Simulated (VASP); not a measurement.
# ScCdC4N4 (P4/mmm) in VASP: a series of runs

The runs below take ScCdC4N4 through relaxation of cell and atoms, single point, with PBE.

Everything below comes from runs of VASP 6.6.1. Logs are shortened: lines on timing, memory, paths and dates and some standing lists are left out, and cuts for length are marked.

## (1) The cell of the first run

Symmetry: P4/mmm, No. 123, tetragonal system. The conventional cell has a = 7.483 Å, b = 7.483 Å, c = 3.242 Å, α = 90.00°, β = 90.00°, γ = 90.00°. Within 2.8 Å of Sc (site symmetry 4/mmm) lie 4 N at 2.12 Å. Cd (site symmetry 4/mmm) has 4 C at 2.00 Å within 2.7 Å. C (site symmetry m2m) has 1 N at 1.17 Å within 1.6 Å. Within 1.6 Å of N (site symmetry m2m) lie 1 C at 1.17 Å.

## (2) Relaxation of cell and atoms, PBE

File INCAR:

```
SYSTEM = ScCdC4N4
  ALGO = Normal
  EDIFF = 1E-7
  EDIFFG = -0.04
  ENCUT = 600
  GGA = PE
  IBRION = 2
  ISIF = 3
  ISMEAR = 0
  LASPH = .TRUE.
  LCHARG = .FALSE.
  LREAL = .FALSE.
  LWAVE = .FALSE.
  NELM = 80
  NSW = 90
  PREC = Accurate
  SIGMA = 0.1
```

File KPOINTS:

```
k-points
0
G
  2 2 6
  0 0 0
```

File POSCAR:

```
ScCdC4N4
1.0
    7.4826039600      0.0000000000      0.0000000000
    0.0000000000      7.4826039600      0.0000000000
    0.0000000000      0.0000000000      3.2418577100
Sc Cd C N
1 1 4 4
Direct
    0.5000000000      0.5000000000      0.0000000000
    0.0000000000      0.0000000000      0.0000000000
    0.1890946900      0.8109053100      0.0000000000
    0.8109053100      0.1890946900      0.0000000000
    0.1890946900      0.1890946900      0.0000000000
    0.8109053100      0.8109053100      0.0000000000
    0.2996598000      0.7003402000      0.0000000000
    0.7003402000      0.2996598000      0.0000000000
    0.2996598000      0.2996598000      0.0000000000
    0.7003402000      0.7003402000      0.0000000000
```

Potentials or basis: VASP PAW PBE potentials, release 64 (Sc_sv, Cd, C, N).

Launch:

```console
> cat potpaw_PBE.64/Sc_sv/POTCAR potpaw_PBE.64/Cd/POTCAR potpaw_PBE.64/C/POTCAR potpaw_PBE.64/N/POTCAR > POTCAR
> mpirun -np 1 vasp_std > vasp.out
```

OUTCAR:

```text
SYSTEM = ScCdC4N4
   EDIFF = 1E-7
   EDIFFG = -0.04
   ENCUT = 600
   GGA = PE
   IBRION = 2
   ISIF = 3
   ISMEAR = 0
   LASPH = .TRUE.
   LREAL = .FALSE.
   NELM = 80
   NSW = 90
   PREC = Accurate

 ion  position               nearest neighbor table
   1  0.500  0.500  0.000-   7 2.12   8 2.12   9 2.12  10 2.12
   2  0.000  0.000  0.000-   3 2.00   4 2.00   5 2.00   6 2.00
   3  0.189  0.811  0.000-   7 1.17   2 2.00
   4  0.811  0.189  0.000-   8 1.17   2 2.00
   5  0.189  0.189  0.000-   9 1.17   2 2.00
   6  0.811  0.811  0.000-  10 1.17   2 2.00
   7  0.300  0.700  0.000-   3 1.17   1 2.12
   8  0.700  0.300  0.000-   4 1.17   1 2.12
   9  0.300  0.300  0.000-   5 1.17   1 2.12
  10  0.700  0.700  0.000-   6 1.17   1 2.12

  LATTYP: Found a simple tetragonal cell.
 ALAT       =     7.4826039600
 C/A-ratio  =     0.4332526120

  Lattice vectors:

 A1 = (   7.4826039600,   0.0000000000,   0.0000000000)
 A2 = (   0.0000000000,   7.4826039600,   0.0000000000)
 A3 = (   0.0000000000,   0.0000000000,   3.2418577100)

Analysis of symmetry for initial positions (statically):
=====================================================================
 Subroutine PRICEL returns:
 Original cell was already a primitive cell.

 Routine SETGRP: Setting up the symmetry group for a
 simple tetragonal supercell.

 Subroutine GETGRP returns: Found 16 space group operations
 (whereof 16 operations were pure point group operations)
 out of a pool of 16 trial point group operations.

The static configuration has the point symmetry D_4h.

Analysis of symmetry for dynamics (positions and initial velocities):
=====================================================================
 Subroutine PRICEL returns:
 Original cell was already a primitive cell.

 Routine SETGRP: Setting up the symmetry group for a
 simple tetragonal supercell.

 Subroutine GETGRP returns: Found 16 space group operations
 (whereof 16 operations were pure point group operations)
 out of a pool of 16 trial point group operations.

The dynamic configuration has the point symmetry D_4h.

 Subroutine INISYM returns: Found 16 space group operations
 (whereof 16 operations are pure point group operations),
 and found     1 'primitive' translations

----------------------------------------------------------------------------------------

                                     Primitive cell

  volume of cell :     181.5095
[... 106 lines left out ...]
   EFERMI =   0.00;   METHOD = LEGACY
   ISMEAR =     0;   SIGMA  =   0.10  broadening in eV -4-tet -1-fermi 0-gaus
   EFERMI_NEDOS =   21; number of points for ismear=-14 and -15
   IALGO  =     38    algorithm
   IMIX   =      4    mixing-type and parameters
     AMIX     =   0.40;   BMIX     =  1.00
     AMIX_MAG =   1.60;   BMIX_MAG =  1.00
  volume/ion in A,a.u.               =      18.15       122.49
  Fermi-wavevector in a.u.,A,eV,Ry     =   1.125621  2.127116 17.238902  1.267024
  Thomas-Fermi vector in A             =   2.262299
   LORBIT       =      0    0 simple, 1 ext, 2 COOP (PROOUT), +10 PAW based schemes
   GGA     = PE    functional components
   LHFCALC =     F    Hartree Fock is set to
   AEXX    =    0.0000 exact exchange contribution
   IVDW    =     0    specifies the selected vdW correction
   LEPSILON=     F    determine dielectric tensor
   LRPA    =     F    only Hartree local field effects (RPA)
 conjugate gradient relaxation of ions
 non-spin polarized calculation
 Gauss-broadening in eV      SIGMA  =   0.10
  energy-cutoff  :      600.00
  volume of cell :      181.51
 maximum number of plane-waves:      6101
 NGX is ok and might be reduce to    60
   NGX = 29   NGY = 29   NGZ = 13

--------------------------------------- Ionic step        1  -------------------------------------------

 number of electron      59.0000015 magnetization

 Free energy of the ion-electron system (eV)
  ---------------------------------------------------
  ext. energy  EPLUGINS =         0.00000000
  ---------------------------------------------------
  free energy    TOTEN  =       -72.05782280 eV

  energy without entropy =      -72.01784784  energy(sigma->0) =      -72.03783532

------------------------ aborting loop because EDIFF is reached ----------------------------------------

  FORCE on cell =-STRESS in cart. coord.  units (eV):
  Direction    XX          YY          ZZ          XY          YZ          ZX
  --------------------------------------------------------------------------------------
  -------------------------------------------------------------------------------------
  Total       21.5425523     21.5425523      3.8371320      0.0000000      0.0000000     -0.0000000
  in kB      190.1552281    190.1552281     33.8702076      0.0000000      0.0000000     -0.0000000
  external PRESSURE =     138.0602212 kB  Pullay stress =       0.0000000 kB
[... 113 lines left out ...]
  FREE ENERGIE OF THE ION-ELECTRON SYSTEM (eV)
  ---------------------------------------------------
  free  energy   TOTEN  =       -73.8976486675 eV

  energy  without entropy=      -73.8787723550  energy(sigma->0) =      -73.88821051

 E-fermi :   0.0243     XC(G=0):  -7.1614

 val. band max:       -0.0029111523   @ k =   0.0000   0.0000   0.1667
 cond. band min:       0.0244731399   @ k =   0.5000   0.0000   0.1667
 fundamental gap:      0.0273842922
 Fermi energy:         0.0242824638

 k-point     1 :       0.0000    0.0000    0.0000
  band No.  band energies     occupation
      1     -50.0578      2.00000
      2     -28.7622      2.00000
      3     -28.7622      2.00000
      4     -28.6639      2.00000
      5     -18.6949      2.00000
      6     -18.5694      2.00000
[... 445 lines left out ...]
     34       1.6289      0.00000
     35       3.2884      0.00000

[... ionic steps 4 to 31 ...]

--------------------------------------- Ionic step       32  -------------------------------------------

 number of electron      58.9999997 magnetization

------------------------ aborting loop because EDIFF is reached ----------------------------------------
[... 83 lines left out ...]
--------------------------------------- Ionic step       34  -------------------------------------------

 number of electron      58.9999997 magnetization

 Free energy of the ion-electron system (eV)
  ---------------------------------------------------
  ext. energy  EPLUGINS =         0.00000000
  ---------------------------------------------------
  free energy    TOTEN  =       -74.79640138 eV

  energy without entropy =      -74.77826819  energy(sigma->0) =      -74.78733479

 E-fermi :  -0.3265     XC(G=0):  -6.8730

 val. band max:       -0.3412729099   @ k =   0.5000   0.5000   0.1667
 cond. band min:      -0.1060403143   @ k =   0.5000   0.0000   0.3333
 fundamental gap:      0.2352325956
 Fermi energy:        -0.3265054463

 k-point     1 :       0.0000    0.0000    0.0000
  band No.  band energies     occupation
      1     -50.7666      2.00000
      2     -29.4128      2.00000
      3     -29.4128      2.00000
      4     -29.3384      2.00000
      5     -18.9182      2.00000
      6     -18.8166      2.00000
[... 482 lines left out ...]
  FREE ENERGIE OF THE ION-ELECTRON SYSTEM (eV)
  ---------------------------------------------------
  free  energy   TOTEN  =       -74.7964013812 eV

  energy  without entropy=      -74.7782681944  energy(sigma->0) =      -74.78733479

 reached required accuracy - stopping structural energy minimisation
```

OSZICAR:

```text
N       E                     dE             d eps       ncg     rms          rms(c)
DAV:   1     0.766367366514E+03    0.76637E+03   -0.29673E+04   840   0.172E+03
DAV:   2     0.197544027517E+02   -0.74661E+03   -0.73865E+03  1032   0.480E+02
DAV:   3    -0.785394875746E+02   -0.98294E+02   -0.96510E+02  1192   0.174E+02
[... 387 lines left out ...]
DAV:   4    -0.747964009261E+02    0.75457E-06   -0.88997E-06  1209   0.186E-02    0.450E-03
DAV:   5    -0.747964010113E+02   -0.85215E-07   -0.21695E-06  1136   0.859E-03    0.182E-03
DAV:   6    -0.747964011990E+02   -0.18770E-06   -0.17130E-07   471   0.333E-03    0.710E-04
DAV:   7    -0.747964013206E+02   -0.12153E-06   -0.54823E-08   429   0.299E-03    0.547E-04
DAV:   8    -0.747964013812E+02   -0.60623E-07   -0.28891E-08   429   0.150E-03
  34 F= -.74796401E+02 E0= -.74787335E+02  d E =-.728813E-04
```

CONTCAR:

```text
ScCdC4N4
   1.00000000000000
     8.0199646444032311   -0.0000000000000000   -0.0000000000000000
     0.0000000000000000    8.0199646444032311    0.0000000000000000
     0.0000000000000000    0.0000000000000000    3.6667017166215037
  Sc              Cd              C               N
     1     1     4     4
Direct
     0.5000000000000000    0.5000000000000000    0.0000000000000000
     0.0000000000000000    0.0000000000000000    0.0000000000000000
     0.2045380579101307    0.7954619420898690    0.0000000000000000
     0.7954619420898690    0.2045380579101307    0.0000000000000000
     0.2045380579101307    0.2045380579101307    0.0000000000000000
     0.7954619420898690    0.7954619420898690    0.0000000000000000
     0.3079706136948318    0.6920293863051681    0.0000000000000000
     0.6920293863051681    0.3079706136948318    0.0000000000000000
     0.3079706136948318    0.3079706136948318    0.0000000000000000
     0.6920293863051681    0.6920293863051681    0.0000000000000000

  0.00000000E+00  0.00000000E+00  0.00000000E+00
  0.00000000E+00  0.00000000E+00  0.00000000E+00
  0.00000000E+00  0.00000000E+00  0.00000000E+00
  0.00000000E+00  0.00000000E+00  0.00000000E+00
  0.00000000E+00  0.00000000E+00  0.00000000E+00
  0.00000000E+00  0.00000000E+00  0.00000000E+00
  0.00000000E+00  0.00000000E+00  0.00000000E+00
  0.00000000E+00  0.00000000E+00  0.00000000E+00
  0.00000000E+00  0.00000000E+00  0.00000000E+00
  0.00000000E+00  0.00000000E+00  0.00000000E+00
```

Run time: 22 min. Hardware: 1 thread of Intel Xeon 6975P-C (Granite Rapids), shared host; peak memory 0.39 GiB.

What came out:

* Free energy: -74.7964 eV
* Relaxed volume: 23.58 Å³/atom
* Relaxed cell: a = 8.020 Å, b = 8.020 Å, c = 3.667 Å, α = 90.00°, β = 90.00°, γ = 90.00°
* Space group after relaxing (to 0.1 Å): P4/mmm (No. 123)
* Energy gained by relaxing: 273.9 meV/atom
* Ionic steps: 34
* Pressure after relaxing: 0.0 GPa
* Largest force after relaxing: 0.004 eV/Å
* Band gap on the k mesh: zero (an odd number of electrons rules out a gap without spin polarisation)

Forces in eV/Å, atoms in the order of the input:
```
Sc   0.000  0.000  0.000
Cd   0.000  0.000  0.000
C   -0.003  0.003  0.000
C    0.003 -0.003  0.000
C   -0.003 -0.003  0.000
C    0.003  0.003  0.000
N   -0.001  0.001  0.000
N    0.001 -0.001  0.000
N   -0.001 -0.001  0.000
N    0.001  0.001  0.000
```

Step by step:
```tsv
step	energy change (eV)	largest force (eV/Å)	pressure (GPa)	volume (Å³)
1	0.0000	3.7184	13.81	181.51
2	-0.7266	11.0958	7.92	225.29
3	-1.8398	6.0050	8.65	204.09
4	-1.9513	4.0930	-6.38	225.37
5	-2.4029	0.5187	-0.21	214.79
6	-2.4031	0.5552	-0.06	214.57
7	-2.4359	0.5094	0.00	214.79
8	-2.5216	0.3773	0.19	215.43
9	-2.6325	0.3077	0.74	216.64
10	-2.5714	0.9410	2.37	218.81
11	-2.6563	0.3078	1.24	217.42
12	-2.6661	1.0765	2.00	220.78
13	-2.6703	0.5981	1.73	219.59
14	-2.6804	0.5311	1.44	220.90
15	-2.7008	0.3314	0.59	224.87
16	-2.6986	0.2609	-0.95	232.93
17	-2.7067	0.1456	-0.16	228.65
18	-2.7089	0.1102	-0.17	228.83
19	-2.7147	0.1540	-0.20	229.36
20	-2.7228	0.3519	-0.25	230.41
21	-2.7260	0.7382	-0.34	232.48
22	-2.7269	0.6189	-0.31	231.84
23	-2.7282	0.5717	-0.25	231.93
24	-2.7313	0.4295	-0.07	232.20
25	-2.7345	0.1411	0.30	232.74
26	-2.7346	0.0683	0.40	232.88
27	-2.7348	0.0648	0.39	232.95
28	-2.7354	0.0539	0.36	233.19
29	-2.7365	0.0424	0.30	233.67
30	-2.7379	0.0540	0.18	234.62
31	-2.7382	0.0923	-0.06	236.54
32	-2.7385	0.0677	0.03	235.77
33	-2.7383	0.1185	-0.16	235.97
34	-2.7386	0.0036	-0.03	235.84
```

Final structure:
```
Sc Cd C N
1.0
     8.01996    0.00000    0.00000
     0.00000    8.01996    0.00000
     0.00000    0.00000    3.66670
Sc Cd C N
1 1 4 4
Cartesian
  4.0100 4.0100 0.0000
  0.0000 0.0000 0.0000
  1.6404 6.3796 0.0000
  6.3796 1.6404 0.0000
  1.6404 1.6404 0.0000
  6.3796 6.3796 0.0000
  2.4699 5.5501 0.0000
  5.5501 2.4699 0.0000
  2.4699 2.4699 0.0000
  5.5501 5.5501 0.0000
```

Caveat: the k points lie up to 0.39 Å⁻¹ apart in the final cell, too coarse for converged energies and pressures of a metal; the volume moved by over 15 % at a fixed basis, so the end points are rough.

## (3) Single point, PBE, collinear spin, ferromagnetic start

File INCAR:

```
ALGO = Normal
EDIFF = 1E-7
ENCUT = 520
GGA = PE
ISIF = 2
ISMEAR = 0
ISPIN = 2
LASPH = T
LCHARG = F
LMAXMIX = 4
LORBIT = 11
LREAL = F
LWAVE = F
MAGMOM = 0 0 1 1 1 1 1 1 1 1
NBANDS = 44
NELM = 150
PREC = Accurate
SIGMA = 0.1
```

File KPOINTS:

```
k-points
0
Gamma
  2 2 6
```

POSCAR is that of step 2.

Potentials or basis: VASP PAW PBE potentials, release 64 (Sc_sv, Cd, C, N).

Launch:

```console
> cat potpaw_PBE.64/Sc_sv/POTCAR potpaw_PBE.64/Cd/POTCAR potpaw_PBE.64/C/POTCAR potpaw_PBE.64/N/POTCAR > POTCAR
> mpirun -np 1 vasp_std > vasp.out
```

Run time: 2.6 min. Hardware: 1 thread of Intel Xeon 6975P-C (Granite Rapids), shared host; peak memory 0.4 GiB.

It converged, with:

| Item | Value |
| --- | --- |
| Free energy | -72.0973 eV |
| Pressure | 13.8 GPa |
| Largest force | 3.601 eV/Å |
| Net moment | 0.65 μB per cell |
| Site moments | Sc +0.31; Cd +0.03; C +0.01; N +0.00 μB |
| Valence electrons inside the program's atomic spheres | Sc 9.47; Cd 10.78; C 2.61; N 3.93 |

Forces on the atoms (eV/Å):
```
Sc   0.000  0.000  0.000
Cd   0.000  0.000  0.000
C    2.546 -2.546  0.000
C   -2.546  2.546  0.000
C    2.546  2.546  0.000
C   -2.546 -2.546  0.000
N    0.156 -0.156  0.000
N   -0.156  0.156  0.000
N    0.156  0.156  0.000
N   -0.156 -0.156  0.000
```

Stress tensor (GPa, compression positive):
```
18.89  0.00  0.00
 0.00 18.89  0.00
 0.00  0.00  3.57
```

Levels at points of the mesh, in eV from the Fermi level:
Spin up:
| k point | band 27 | band 28 | band 29 | band 30 | band 31 | band 32 | band 33 | band 34 |
| --- | --- | --- | --- | --- | --- | --- | --- | --- |
| (0.00, 0.00, 0.00) | -3.68 | -3.57 | -1.19 | -0.61 | 0.76 | 2.25 | 2.25 | 3.53 |
| (0.50, 0.00, 0.00) | -3.65 | -3.52 | -1.18 | -0.49 | 1.16 | 2.04 | 2.26 | 2.73 |
| (0.50, 0.50, 0.00) | -3.69 | -3.69 | -1.22 | -0.60 | 1.58 | 2.26 | 2.26 | 3.30 |
| (0.00, 0.00, 0.50) | -4.06 | -3.68 | -0.76 | -0.13 | 0.45 | 0.45 | 1.19 | 3.32 |
| (0.50, 0.00, 0.50) | -3.97 | -3.73 | -0.93 | 0.02 | 0.54 | 1.37 | 1.49 | 1.78 |
| (0.50, 0.50, 0.50) | -3.72 | -3.72 | -0.19 | -0.12 | 0.47 | 0.47 | 1.56 | 1.84 |
Spin down:
| k point | band 25 | band 26 | band 27 | band 28 | band 29 | band 30 | band 31 | band 32 | band 33 | band 34 |
| --- | --- | --- | --- | --- | --- | --- | --- | --- | --- | --- |
| (0.00, 0.00, 0.00) | -3.84 | -3.66 | -3.66 | -3.55 | -0.56 | 0.00 | 0.84 | 2.39 | 2.39 | 3.56 |
| (0.50, 0.00, 0.00) | -3.86 | -3.71 | -3.64 | -3.51 | -0.45 | 0.00 | 1.25 | 2.16 | 2.40 | 2.75 |
| (0.50, 0.50, 0.00) | -3.72 | -3.68 | -3.67 | -3.67 | -0.61 | 0.03 | 1.69 | 2.40 | 2.40 | 3.31 |
| (0.00, 0.00, 0.50) | -4.63 | -4.05 | -4.05 | -3.67 | -0.61 | -0.08 | 0.68 | 0.68 | 1.26 | 3.52 |
| (0.50, 0.00, 0.50) | -4.43 | -4.27 | -3.97 | -3.72 | -0.79 | 0.07 | 0.78 | 1.58 | 1.75 | 2.00 |
| (0.50, 0.50, 0.50) | -4.58 | -4.05 | -3.70 | -3.70 | -0.12 | -0.07 | 0.71 | 0.71 | 1.94 | 1.99 |

Caveat: the k points lie up to 0.42 Å⁻¹ apart; forces of over 1 eV/Å act on the atoms, so gaps and moduli don't describe the material at rest.
